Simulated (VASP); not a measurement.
TiC: single point with PBE

TiC:

```
Ti C
1.0
     3.15978    0.00000    0.00000
    -1.57989    2.73645    0.00000
     0.00000    0.00000    4.69784
Ti C
2 2
Direct
  0.66667 0.33333 0.75000
  0.33333 0.66667 0.25000
  0.00000 0.00000 0.00000
  0.00000 0.00000 0.50000
```

```json
{"Program": "VASP 6.6.1", "Task": "single point", "Functional": "PBE", "Potentials or basis": "VASP PAW PBE potentials, release 64 (Ti_sv, C)", "Cutoff": "520 eV", "k mesh": "6 × 6 × 4", "Occupations": "gaussian, width 0.1 eV", "Spin": "collinear spin, ferromagnetic start", "Starting moments": "[1.0, 1.0, 0.0, 0.0] μB", "Dipole correction": "no", "Further INCAR settings": "ALGO = Normal; EDIFF = 1e-06; NBANDS = 28"}
```

| Item | Value |
| --- | --- |
| Pressure | 0.2 GPa |
| Band gap on the k mesh | zero (filled and empty bands overlap) |
| Net moment | 0.00 μB per cell |
| Valence electrons inside the program's atomic spheres | Ti 10.42; C 2.37 |

Levels at points of the mesh, in eV from the Fermi level:
Spin up:
| k point | band 14 | band 15 | band 16 | band 17 | band 18 | band 19 |
| --- | --- | --- | --- | --- | --- | --- |
| (0.00, 0.00, 0.00) | -0.90 | -0.90 | 0.80 | 0.80 | 0.89 | 0.90 |
| (0.50, 0.00, 0.00) | -3.13 | -1.60 | -1.33 | 2.41 | 2.72 | 2.87 |
| (0.00, 0.00, 0.50) | -2.58 | -2.35 | -2.35 | 2.27 | 2.27 | 2.27 |
| (0.50, 0.00, 0.50) | -2.44 | -2.34 | -2.34 | 1.65 | 1.65 | 2.45 |
Spin down:
| k point | band 13 | band 14 | band 15 | band 16 | band 17 | band 18 | band 19 | band 20 |
| --- | --- | --- | --- | --- | --- | --- | --- | --- |
| (0.00, 0.00, 0.00) | -3.12 | -0.90 | -0.90 | 0.80 | 0.80 | 0.89 | 0.90 | 0.90 |
| (0.50, 0.00, 0.00) | -3.19 | -3.13 | -1.60 | -1.33 | 2.41 | 2.72 | 2.87 | 3.09 |
| (0.00, 0.00, 0.50) | -2.58 | -2.58 | -2.35 | -2.35 | 2.27 | 2.27 | 2.27 | 2.27 |
| (0.50, 0.00, 0.50) | -2.44 | -2.44 | -2.34 | -2.34 | 1.65 | 1.65 | 2.45 | 2.45 |

Run time: 42 s on 1 thread of Intel(R) Xeon(R) Platinum 8259CL CPU @ 2.50GHz (Skylake/Cascade Lake) (shared host), peak memory 0.18 GiB.

Caveat: the k points lie up to 0.38 Å⁻¹ apart.
